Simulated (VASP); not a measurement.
# InSe2 (P6/mmm) in VASP: single point with PBE

Aim: the single point of InSe2 with PBE.

Everything below comes from runs of VASP 6.6.1. Logs are shortened: lines on timing, memory, paths and dates and some standing lists are left out, and cuts for length are marked.

## 1. The cell of the first run

The structure is hexagonal, space group P6/mmm (No. 191). Conventional cell: a = 5.063 Å, b = 5.063 Å, c = 6.033 Å, α = 90.00°, β = 90.00°, γ = 120.00°. In (site symmetry 6/mmm) has 6 Se at 2.92 Å within 3.9 Å. Within 3.9 Å of Se (site symmetry -6m2) lie 3 In at 2.92 Å and 3 Se at 2.92 Å.

## 2. Single point, PBE

POSCAR

```
InSe2
1.0
    5.0629397316      0.0000000000      0.0000000000
   -2.5314698658      4.3846344254      0.0000000000
    0.0000000000      0.0000000000      6.0326317916
In Se
1 2
Direct
    0.0000000000      0.0000000000      0.0000000000
    0.3333333333      0.6666666667      0.0000000000
    0.6666666667      0.3333333333      0.0000000000
```

INCAR.step1

```
  PREC = Accurate
  ENCUT = 520
  EDIFF = 1E-7
  ISMEAR = 0
  SIGMA = 0.1
  LREAL = F
  LASPH = T
  NELM = 60
  ALGO = Normal
  ISIF = 2
  LWAVE = F
  LCHARG = T
  GGA = PE
  NBANDS = 20
```

KPOINTS.step1

```
regular mesh
0
Gamma
  12 12 8
```

INCAR.step2

```
  PREC = Accurate
  ENCUT = 520
  EDIFF = 1E-7
  ISMEAR = -5
  SIGMA = 0.1
  LREAL = F
  LASPH = T
  NELM = 60
  ALGO = Normal
  ISIF = 2
  LWAVE = F
  LCHARG = F
  GGA = PE
  LORBIT = 11
  NBANDS = 20
  NEDOS = 2001
  ICHARG = 11
```

KPOINTS.step2

```
regular mesh
0
Gamma
  18 18 12
```

Potentials or basis: VASP PAW PBE potentials, release 64 (In_d, Se).

Launch:

```sh
$ cat potpaw_PBE.64/In_d/POTCAR potpaw_PBE.64/Se/POTCAR > POTCAR
$ cp INCAR.step1 INCAR
$ cp KPOINTS.step1 KPOINTS
$ mpirun -np 1 vasp_std > vasp.out
$ cp INCAR.step2 INCAR
$ cp KPOINTS.step2 KPOINTS
$ mpirun -np 1 vasp_std > vasp.out
```

OUTCAR:

```text
PREC = Accurate
   ENCUT = 520
   EDIFF = 1E-7
   ISMEAR = -5
   LREAL = F
   LASPH = T
   NELM = 60
   ISIF = 2
   GGA = PE
   LORBIT = 11
   ICHARG = 11

 ion  position               nearest neighbor table
   1  0.000  0.000  0.000-   2 2.92   3 2.92   3 2.92   2 2.92   3 2.92   2 2.92
   2  0.333  0.667  0.000-   1 2.92   1 2.92   1 2.92
   3  0.667  0.333  0.000-   1 2.92   1 2.92   1 2.92

  LATTYP: Found a hexagonal cell.
 ALAT       =     5.0629397316
 C/A-ratio  =     1.1915274744

  Lattice vectors:

 A1 = (   5.0629397316,   0.0000000000,   0.0000000000)
 A2 = (  -2.5314698658,   4.3846344254,   0.0000000000)
 A3 = (   0.0000000000,   0.0000000000,   6.0326317916)

Analysis of symmetry for initial positions (statically):
=====================================================================
 Subroutine PRICEL returns:
 Original cell was already a primitive cell.

 Routine SETGRP: Setting up the symmetry group for a
 hexagonal supercell.

 Subroutine GETGRP returns: Found 24 space group operations
 (whereof 24 operations were pure point group operations)
 out of a pool of 24 trial point group operations.

The static configuration has the point symmetry D_6h.

Analysis of symmetry for dynamics (positions and initial velocities):
=====================================================================
 Subroutine PRICEL returns:
 Original cell was already a primitive cell.

 Routine SETGRP: Setting up the symmetry group for a
 hexagonal supercell.

 Subroutine GETGRP returns: Found 24 space group operations
 (whereof 24 operations were pure point group operations)
 out of a pool of 24 trial point group operations.

The dynamic configuration has the point symmetry D_6h.

 Subroutine INISYM returns: Found 24 space group operations
 (whereof 24 operations are pure point group operations),
 and found     1 'primitive' translations

----------------------------------------------------------------------------------------

                                     Primitive cell

  volume of cell :     133.9192

  direct lattice vectors                    reciprocal lattice vectors
     5.062939732  0.000000000  0.000000000     0.197513708  0.114034593  0.000000000
    -2.531469866  4.384634425  0.000000000     0.000000000  0.228069185  0.000000000
     0.000000000  0.000000000  6.032631792     0.000000000  0.000000000  0.165765131

[... 92 lines left out ...]
   NFREE  =      0    steps in history (QN), initial steepest desc. (CG)
   ISIF   =      2    stress and relaxation
   ISYM   =      2    0-nonsym 1-usesym 2-fastsym
   POTIM  = 0.5000    time-step for ionic-motion
   TEBEG  =    0.0;   TEEND  =   0.0 temperature during run
   PSTRESS=    0.0 pullay stress
   NELECT =      25.0000    total number of electrons
   NUPDOWN=      -1.0000    fix difference up-down
   EMIN   =  10.00;   EMAX   =-10.00  energy-range for DOS
   EFERMI =   0.00;   METHOD = LEGACY
   ISMEAR =    -5;   SIGMA  =   0.10  broadening in eV -4-tet -1-fermi 0-gaus
   EFERMI_NEDOS =   21; number of points for ismear=-14 and -15
   IALGO  =     38    algorithm
   IMIX   =      4    mixing-type and parameters
     AMIX     =   0.40;   BMIX     =  1.00
     AMIX_MAG =   1.60;   BMIX_MAG =  1.00
  volume/ion in A,a.u.               =      44.64       301.24
  Fermi-wavevector in a.u.,A,eV,Ry     =   0.935637  1.768097 11.910754  0.875416
  Thomas-Fermi vector in A             =   2.062564
   LORBIT       =     11    0 simple, 1 ext, 2 COOP (PROOUT), +10 PAW based schemes
   GGA     = PE    functional components
   LHFCALC =     F    Hartree Fock is set to
   AEXX    =    0.0000 exact exchange contribution
   IVDW    =     0    specifies the selected vdW correction
   LEPSILON=     F    determine dielectric tensor
   LRPA    =     F    only Hartree local field effects (RPA)
 non-spin polarized calculation
 Fermi weights with tetrahedron method with Bloechl corrections
  energy-cutoff  :      520.00
  volume of cell :      133.92
 maximum number of plane-waves:      3635
 NGX is ok and might be reduce to    40

 number of electron      24.9999999 magnetization

 Free energy of the ion-electron system (eV)
  ---------------------------------------------------
  ext. energy  EPLUGINS =         0.00000000
  ---------------------------------------------------
  free energy    TOTEN  =        -8.95868200 eV

  energy without entropy =       -8.95868200  energy(sigma->0) =       -8.95868200

 E-fermi :   0.6320     XC(G=0):  -6.5672

 val. band max:        0.6280960117   @ k =   0.0556   0.0000   0.3333
 cond. band min:       0.6395516951   @ k =   0.0556   0.0000   0.2500
 fundamental gap:      0.0114556834
 Fermi energy:         0.6319513286

 k-point     1 :       0.0000    0.0000    0.0000
  band No.  band energies     occupation
      1     -14.4080      2.00000
      2     -14.0903      2.00000
      3     -14.0903      2.00000
      4     -14.0612      2.00000
      5     -14.0612      2.00000
      6     -13.1490      2.00000
[... 541 lines left out ...]
     19       6.7179      0.00000
     20       7.5438      0.00000

 [... further k-points ...]

------------------------ aborting loop because EDIFF is reached ----------------------------------------

  FORCE on cell =-STRESS in cart. coord.  units (eV):
  Direction    XX          YY          ZZ          XY          YZ          ZX
  --------------------------------------------------------------------------------------
  -------------------------------------------------------------------------------------
  Total       -0.3926027     -0.3926027     -0.6260834      0.0000000      0.0000000      0.0000000
  in kB       -4.6970035     -4.6970035     -7.4903099      0.0000000      0.0000000      0.0000000
  external PRESSURE =      -5.6281056 kB  Pullay stress =       0.0000000 kB

 VOLUME and BASIS-vectors are now :
 -----------------------------------------------------------------------------
  energy-cutoff  :      520.00
  volume of cell :      133.92
      direct lattice vectors                 reciprocal lattice vectors
     5.062939732  0.000000000  0.000000000     0.197513708  0.114034593  0.000000000
    -2.531469866  4.384634425  0.000000000     0.000000000  0.228069185  0.000000000
     0.000000000  0.000000000  6.032631792     0.000000000  0.000000000  0.165765131

 POSITION                                       TOTAL-FORCE (eV/Angst)
 -----------------------------------------------------------------------------------
      0.00000      0.00000      0.00000         0.000000      0.000000      0.000000
     -0.00000      2.92309      0.00000         0.000000     -0.000000      0.000000
      2.53147      1.46154      0.00000        -0.000000      0.000000      0.000000
 -----------------------------------------------------------------------------------
    total drift:                               -0.000000     -0.000000     -0.000000

  FREE ENERGIE OF THE ION-ELECTRON SYSTEM (eV)
  ---------------------------------------------------
  free  energy   TOTEN  =        -8.9586820011 eV

  energy  without entropy=       -8.9586820011  energy(sigma->0) =       -8.95868200

 total charge

# of ion       s       p       d       tot
------------------------------------------
    1        0.955   0.395   9.874  11.224
    2        1.518   2.160   0.033   3.711
    3        1.518   2.160   0.033   3.711
--------------------------------------------------
tot          3.990   4.715   9.940  18.646
```

OUTCAR.step1:

```text
PREC = Accurate
   ENCUT = 520
   EDIFF = 1E-7
   ISMEAR = 0
   LREAL = F
[... 779 lines left out ...]
      0.00000      0.00000      0.00000        -0.000000      0.000000      0.000000
     -0.00000      2.92309      0.00000         0.000000     -0.000000      0.000000
      2.53147      1.46154      0.00000         0.000000      0.000000     -0.000000
 -----------------------------------------------------------------------------------
    total drift:                                0.000000     -0.000000      0.000000

  FREE ENERGIE OF THE ION-ELECTRON SYSTEM (eV)
  ---------------------------------------------------
  free  energy   TOTEN  =        -8.9550897490 eV

  energy  without entropy=       -8.9403939989  energy(sigma->0) =       -8.94774187
```

OSZICAR.step1:

```text
N       E                     dE             d eps       ncg     rms          rms(c)
DAV:   1     0.187823507894E+03    0.18782E+03   -0.10125E+04  3808   0.108E+03
DAV:   2     0.115991029404E+02   -0.17622E+03   -0.16957E+03  4280   0.272E+02
DAV:   3    -0.868590038200E+01   -0.20285E+02   -0.19953E+02  5032   0.987E+01
DAV:   4    -0.937523085768E+01   -0.68933E+00   -0.68338E+00  4540   0.211E+01
DAV:   5    -0.940316084921E+01   -0.27930E-01   -0.27924E-01  5432   0.398E+00    0.506E+00
DAV:   6    -0.899836265272E+01    0.40480E+00   -0.68529E-01  5120   0.142E+01    0.311E+00
DAV:   7    -0.895558632781E+01    0.42776E-01   -0.22694E-01  5208   0.336E+00    0.886E-01
DAV:   8    -0.895399902130E+01    0.15873E-02   -0.33283E-02  5308   0.231E+00    0.345E-01
DAV:   9    -0.895444125024E+01   -0.44223E-03   -0.53433E-03  4412   0.765E-01    0.151E-01
DAV:  10    -0.895485931822E+01   -0.41807E-03   -0.65563E-04  4248   0.166E-01    0.828E-02
DAV:  11    -0.895511209567E+01   -0.25278E-03   -0.49607E-04  4484   0.199E-01    0.408E-02
DAV:  12    -0.895509155393E+01    0.20542E-04   -0.45318E-05  4632   0.475E-02    0.212E-02
DAV:  13    -0.895508939426E+01    0.21597E-05   -0.10334E-05  4704   0.192E-02    0.673E-03
DAV:  14    -0.895508966020E+01   -0.26594E-06   -0.14498E-06  3988   0.136E-02    0.159E-03
DAV:  15    -0.895508978367E+01   -0.12347E-06   -0.30088E-07  3276   0.488E-03    0.196E-03
DAV:  16    -0.895508974897E+01    0.34697E-07   -0.10717E-07  3248   0.427E-03
   1 F= -.89550897E+01 E0= -.89477419E+01  d E =-.146958E-01
```

Run time: 12 min. Hardware: 1 thread of Intel Xeon 8259CL, shared host; peak memory 0.76 GiB.

What came out:

```yaml
Valence_electrons_inside_the_program's_atomic_spheres: In 11.22; Se 3.71
```

Levels at points of the mesh, in eV from the Fermi level:
| k point | band 9 | band 10 | band 11 | band 12 | band 13 | band 14 | band 15 | band 16 |
| --- | --- | --- | --- | --- | --- | --- | --- | --- |
| (0.00, 0.00, 0.00) | -3.76 | -3.03 | -2.82 | -2.13 | -2.13 | 0.06 | 3.39 | 3.89 |
| (0.50, 0.00, 0.00) | -5.08 | -1.92 | -1.23 | -0.58 | 0.71 | 0.98 | 2.36 | 4.63 |
| (0.00, 0.00, 0.50) | -3.76 | -3.20 | -2.77 | -2.13 | -2.13 | 0.01 | 3.15 | 6.35 |
| (0.50, 0.00, 0.50) | -5.08 | -2.03 | -1.36 | -0.57 | 0.76 | 0.98 | 1.88 | 4.71 |

Caveat: spin-orbit coupling is left out, which moves the levels of the heavy elements.
